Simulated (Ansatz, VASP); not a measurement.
One calculation of Ca2H5, two programs

```xyz
7
Lattice="4.3001 0.0000 -0.0131 0.0000 4.4923 0.0000 -1.9294 0.0000 7.0204" Properties=species:S:1:pos:R:3 pbc="T T T"
Ca   -0.8850    0.0000    5.6539
Ca    3.2557    0.0000    1.3534
H    -0.1970    2.2462    6.9716
H     2.5677    2.2462    0.0357
H     1.2673    0.0000    6.1174
H     1.1034    0.0000    0.8898
H    -0.9647    0.0000    3.5102
```

Change from the starting cell: species swapped into the Ta2O5 type (P2/m, No. 10).

Alike in both runs: functional PBE; k mesh 10 × 8 × 6; occupations gaussian, width 0.1 eV; no spin polarisation.

Ansatz relaxed the structure, and its values are those at the end. VASP's run is a single point on that final structure, the one shown.

|  | VASP | Ansatz |
| --- | --- | --- |
| version | VASP 6.6.1 | Ansatz 0.2.0 |
| potentials or method | VASP PAW PBE potentials, release 64 (Ca_sv, H), cutoff 520 eV | scalar-relativistic, plane waves, PAW |
| valence electrons in the cell | 25 | 25 |

```tsv
	VASP	Ansatz	Ansatz less VASP
gap on the k mesh at the Fermi level (eV)	none	none	-
pressure (GPa)	0.0	0.0	+0.01
```

A gap of «none» marks a metal or a gap that the smearing closes. With one functional, cell and mesh, what is left measures potentials, basis and numerics.
